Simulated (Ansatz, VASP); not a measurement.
Two plane-wave programs on Cu6H

The input INCAR:

```
PREC = Accurate
ENCUT = 520
EDIFF = 1E-7
ISMEAR = 0
SIGMA = 0.1
LREAL = False
LASPH = True
NELM = 100
ALGO = Fast
ISIF = 2
LWAVE = False
LCHARG = False
LDIPOL = True
IDIPOL = 3
DIPOL = 0.5 0.5 0.289
GGA = PE
NBANDS = 80
```

KPOINTS

```
regular mesh
0
Gamma
  5 5 1
```

POSCAR

```
Cu6H
1.0
    5.1332392722      0.0000000000      0.0000000000
    0.0000000000      5.1332392722      0.0000000000
    0.0000000000      0.0000000000     21.5289058579
Cu H
12 2
Direct
    0.2500000000      0.2500000000      0.1857967157
    0.2500000000      0.7500000000      0.1857967157
    0.7500000000      0.2500000000      0.1857967157
    0.7500000000      0.7500000000      0.1857967157
    0.0000000000      0.0000000000      0.2677566944
    0.0000000000      0.5000000000      0.2677566944
    0.5000000000      0.0000000000      0.2677566944
    0.5000000000      0.5000000000      0.2677566944
    0.2500000000      0.2500000000      0.3497114952
    0.2500000000      0.7500000000      0.3497114952
    0.7500000000      0.2500000000      0.3497114952
    0.7500000000      0.7500000000      0.3497114952
   -0.0081216128      1.0000000000      0.4152048375
    0.5081216128      1.0000000000      0.4152048375
```

Input for Ansatz:

```yaml
crystal:
  lattice:
    - [5.1332392722, 0.0, 0.0]
    - [0.0, 5.1332392722, 0.0]
    - [0.0, 0.0, 21.5289058579]
  atoms:
    - { symbol: Cu, position: [0.25, 0.25, 0.1857967157] }
    - { symbol: Cu, position: [0.25, 0.75, 0.1857967157] }
    - { symbol: Cu, position: [0.75, 0.25, 0.1857967157] }
    - { symbol: Cu, position: [0.75, 0.75, 0.1857967157] }
    - { symbol: Cu, position: [0.0, 0.0, 0.2677566944] }
    - { symbol: Cu, position: [0.0, 0.5, 0.2677566944] }
    - { symbol: Cu, position: [0.5, 0.0, 0.2677566944] }
    - { symbol: Cu, position: [0.5, 0.5, 0.2677566944] }
    - { symbol: Cu, position: [0.25, 0.25, 0.3497114952] }
    - { symbol: Cu, position: [0.25, 0.75, 0.3497114952] }
    - { symbol: Cu, position: [0.75, 0.25, 0.3497114952] }
    - { symbol: Cu, position: [0.75, 0.75, 0.3497114952] }
    - { symbol: H, position: [-0.0081216128, 1.0, 0.4152048375] }
    - { symbol: H, position: [0.5081216128, 1.0, 0.4152048375] }
basis:
  ecutwfc: 420
kpoints:
  mp_grid: { grid: [5, 5, 1] }
hamiltonian:
  xc: pbe
scf:
  occupations: { method: gaussian, width: 0.1 }
output:
  forces: true
  eigenvalues: true
efield:
  axis: 3
  dipole_correction: true
  ramp_width: 0.04
```

Alike in both runs: task single point; functional PBE; k mesh 5 × 5 × 1; occupations gaussian, width 0.1 eV; no spin polarisation.

|  | VASP | Ansatz |
| --- | --- | --- |
| version | VASP 6.6.1 | Ansatz 0.2.0 |
| potentials or method | VASP PAW PBE potentials, release 64 (Cu, H), cutoff 520 eV | scalar-relativistic, plane waves, PAW |
| valence electrons in the cell | 134 | 230 |

|  | VASP | Ansatz | Ansatz less VASP |
| --- | --- | --- | --- |
| gap on the k mesh at the Fermi level (eV) | none | none | - |
| rms of the force components (eV/Å) | 0.472 | 0.470 | -0.0024 |

Atom by atom the forces differ by 0.011 eV/Å (rms over components). A gap of «none» marks a metal or a gap that the smearing closes. The functional is the same, so the differences come from potentials, cutoffs and numerics. VASP's potentials hold 134 valence electrons a cell and Ansatz's 230, so a difference there can come from the potentials and not from the codes.
